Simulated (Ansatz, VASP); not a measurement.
## Pt in VASP and in Ansatz

```
Pt
1.0
     0.00000    1.97080    1.97080
     1.97080    0.00000    1.97080
     1.97080    1.97080    0.00000
Pt
1
Direct
  0.00000 0.00000 0.00000
```

Alike in both runs: functional r2SCAN; k mesh 19 × 19 × 19; occupations fermi-dirac, width 0.1 eV; no spin polarisation.

Ansatz relaxed the structure, and its values are those at the end. VASP's run is a single point on that final structure, the one shown.

|  | VASP | Ansatz |
| --- | --- | --- |
| version | VASP 6.6.1 | Ansatz 0.2.0 |
| potentials or method | VASP PAW PBE potentials, release 64 (Pt) | PAW with Ansatz's default frozen-core files, scalar-relativistic |
| plane-wave cutoff (eV) | 520 | 500 |
| valence electrons in the cell | 10 | 18 |

```tsv
	VASP	Ansatz	Ansatz less VASP
pressure (GPa)	0.7	0.0	-0.70
```

VASP's potentials were made for PBE, not for r2SCAN. VASP's potentials hold 10 valence electrons a cell and Ansatz's 18, so a difference there can come from the potentials and not from the codes.

Spin-orbit coupling is off throughout.
